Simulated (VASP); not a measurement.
Wanted: the native input for a VASP 6.6.1 run.

| Item | Value |
| --- | --- |
| Task | single point |
| Functional | PBEsol |
| Potentials or basis | VASP PAW PBE potentials, release 64 (Hf_pv, N) |
| Cutoff | 520 eV |
| k mesh | 18 × 18 × 10 |
| Occupations | gaussian, width 0.1 eV |
| Spin | no spin polarisation |
| Dipole correction | no |
| Further INCAR settings | ALGO = Normal; EDIFF = 1e-06; NBANDS = 23 |

The structure of HfN lies in POSCAR:

```
HfN
1.0
    3.1120687471      0.0000000000      0.0000000000
   -1.5560343736      2.6951305933      0.0000000000
    0.0000000000      0.0000000000      5.4987546130
Hf N
2 2
Direct
    0.6666666667      0.3333333333      0.7500000000
    0.3333333333      0.6666666667      0.2500000000
    0.0000000000      0.0000000000      0.0000000000
    0.0000000000      0.0000000000      0.5000000000
```

This cell differs from its parent crystal: uniaxial strain along c: +2.0 %.

These files were run (other wordings do the same):

INCAR

```
SYSTEM = HfN
PREC     = Accurate       ! precision mode
ENCUT    = 520            ! plane-wave cutoff, eV
EDIFF    = 1E-6           ! SCF threshold, eV
ISMEAR   = 0              ! smearing method
SIGMA    = 0.1            ! smearing width, eV
LREAL    = .FALSE.        ! projectors in reciprocal space
LASPH    = .TRUE.         ! aspherical terms in the spheres
NELM     = 60             ! most SCF steps
ALGO     = Normal         ! electronic algorithm
ISIF     = 2              ! what is computed and relaxed
LWAVE    = .FALSE.        ! write WAVECAR
LCHARG   = .TRUE.         ! write CHGCAR
GGA      = PS             ! functional
LELF     = .TRUE.         ! ELF
LVHAR    = .TRUE.       
NBANDS   = 23             ! bands
```

KPOINTS

```
regular mesh
0
G
  18 18 10
  0 0 0
```

Potentials or basis: VASP PAW PBE potentials, release 64 (Hf_pv, N).

Command:

```console
$ cat potpaw_PBE.64/Hf_pv/POTCAR potpaw_PBE.64/N/POTCAR > POTCAR
$ mpirun -np 1 vasp_std > vasp.out
```

It gave:

The pressure is -4.8 GPa and the band gap on the k mesh is zero (bands 15 and 16 overlap by 2.20 eV).

Caveat: the cell differs from its parent crystal (uniaxial strain along c: +2.0 %); the stress differs along the axes, from -12 to -1 GPa; the PAW data sets were made with another functional, which shifts forces and pressure a little; spin-orbit coupling is left out, which moves the levels of the heavy elements.

Run time: 110 s on 1 thread of AMD EPYC 9R45 (Zen 5) (shared host), peak memory 0.28 GiB.
